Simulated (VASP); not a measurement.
Wanted: the native input for a VASP 6.6.1 run.

* Task: single point
* Functional: PBE
* Potentials or basis: VASP PAW PBE potentials, release 64 (Be, Se, O)
* Cutoff: 520 eV
* k mesh: 8 × 6 × 4
* Occupations: gaussian, width 0.01 eV
* Spin: no spin polarisation
* Dipole correction: no
* Further INCAR settings: ALGO = Normal; EDIFF = 1e-07; NBANDS = 26

The structure of Be2SeO4 lies in POSCAR:

```
Be2SeO4
1.0
    2.9717060378     -0.0013106756     -0.0001001579
   -0.2548714971      4.4247603184     -0.0541050471
   -1.1773182480     -0.7496961354      6.5272262683
Be Se O
2 1 4
Direct
    0.2951819566      0.6090527123      0.6594406022
    0.6482499796      0.4870615792      0.3216374679
    0.1465053899      0.9149345342      0.0751504726
    0.1206398275      0.6082925244      0.2245268888
    0.7557429791      0.5679786261      0.5645399286
    0.4299650323      0.6991792103      0.8999668954
    0.6037148348      0.1135008135      0.2547377445
```

The input as run:

INCAR

```
SYSTEM = Be2SeO4
ALGO = Normal ; EDIFF = 1E-7
ENCUT = 520 ; GGA = PE
ISIF = 2 ; ISMEAR = 0
LASPH = .TRUE. ; LCHARG = .FALSE.
LREAL = .FALSE. ; LWAVE = .FALSE.
NBANDS = 26 ; NELM = 80
PREC = Accurate ; SIGMA = 0.01
```

KPOINTS

```
k-points
0
G
  8 6 4
  0 0 0
```

Potentials or basis: VASP PAW PBE potentials, release 64 (Be, Se, O).

Command:

```sh
$ cat potpaw_PBE.64/Be/POTCAR potpaw_PBE.64/Se/POTCAR potpaw_PBE.64/O/POTCAR > POTCAR
$ mpirun -np 1 vasp_std > vasp.out
```

Results of the run:

```
Pressure               : 0.5 GPa
Largest force          : 0.229 eV/Å
Band gap on the k mesh : 3.48 eV, indirect (least direct gap 3.97 eV)
```

It took 2.8 min on 1 thread of Intel(R) Xeon(R) Platinum 8488C (Sapphire Rapids) (shared host), peak memory 0.33 GiB.
